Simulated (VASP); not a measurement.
Ir:

```
Ir
1.0
     0.00000    1.94081    1.94081
     1.94081    0.00000    1.94081
     1.94081    1.94081    0.00000
Ir
1
Direct
  0.00000 0.00000 0.00000
```

Program: VASP 6.6.1. Alike in all runs: task single point; no spin polarisation; cell as given; k mesh 12 × 12 × 12; cutoff (eV) 520; smearing fermi-dirac 0.05 eV.

**Question.** Order these runs on this cell by their pressure, lowest first.
A. level LDA; potentials or basis VASP PAW LDA potentials, release 64 (Ir)
B. level r2SCAN; potentials or basis VASP PAW PBE potentials, release 64 (Ir)
C. level PBE; potentials or basis VASP PAW PBE potentials, release 64 (Ir)

**Answer.** A (-17.8 GPa), B (-8.4 GPa), C (-2.8 GPa).

Caveats: the PAW data sets were made with another functional, which shifts forces and pressure a little (some runs).
